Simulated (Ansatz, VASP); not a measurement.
Ge2F3 in VASP and in Ansatz

```
Ge F
1.0
     4.64685    0.00000    0.00000
    -2.32342    4.02429    0.00000
     0.00000    0.00000    5.44239
Ge F
2 3
Cartesian
  0.0000 0.0000 4.2873
  0.0000 0.0000 1.1551
  2.3234 0.0000 0.0000
  -1.1617 2.0121 0.0000
  1.1617 2.0121 0.0000
```

Alike in both runs: functional PBE; k mesh 12 × 12 × 8; occupations gaussian, width 0.1 eV; no spin polarisation.

Ansatz relaxed the structure, and its values are those at the end. VASP's run is a single point on that final structure, the one shown.

|  | VASP | Ansatz |
| --- | --- | --- |
| version | VASP 6.6.1 | Ansatz 0.2.0 |
| potentials or method | VASP PAW PBE potentials, release 64 (Ge_d, F), cutoff 520 eV | scalar-relativistic, plane waves, PAW |
| valence electrons in the cell | 49 | 49 |

Ansatz gave:

| Item | Value |
| --- | --- |
| gap on the k mesh at the Fermi level (eV) | none |
| pressure (GPa) | 0.0 |

Q: What did VASP give for the same quantities?

A: gap on the k mesh at the Fermi level (eV): none; pressure (GPa): -0.2.

A gap of «none» marks a metal or a gap that the smearing closes.
